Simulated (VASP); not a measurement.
A run of VASP 6.6.1:

Contents of INCAR:

```
  PREC = Accurate
  ENCUT = 520
  EDIFF = 1E-6
  ISMEAR = 0
  SIGMA = 0.02
  LREAL = False
  LASPH = True
  NELM = 100
  ALGO = Normal
  ISIF = 2
  LWAVE = False
  LCHARG = True
  GGA = PE
  LELF = True
  LVHAR = True
  NBANDS = 16
```

KPOINTS

```
regular mesh
0
Gamma
  10 10 6
```

File POSCAR:

```
AlN
1.0
    3.1130000000      0.0000000000      0.0000000000
   -1.5565000000      2.6959370820      0.0000000000
    0.0000000000      0.0000000000      4.9810000000
Al N
2 2
Direct
    0.6666666667      0.3333333333      0.5000000000
    0.3333333333      0.6666666667      0.0000000000
    0.6666666667      0.3333333333      0.8800000000
    0.3333333333      0.6666666667      0.3800000000
```

Potentials or basis: VASP PAW PBE potentials, release 64 (Al, N).

The run is started by

```sh
$ cat potpaw_PBE.64/Al/POTCAR potpaw_PBE.64/N/POTCAR > POTCAR
$ mpirun -np 1 vasp_std > vasp.out
```

Hardware: 1 thread of Intel Xeon 8259CL, with other jobs on the host.

Question: Estimate the wall time of this run.

Answer: It took 50 s on 1 thread of Intel Xeon 8259CL (shared host), peak memory 0.17 GiB. Counts: scf iterations 13, k points 56.
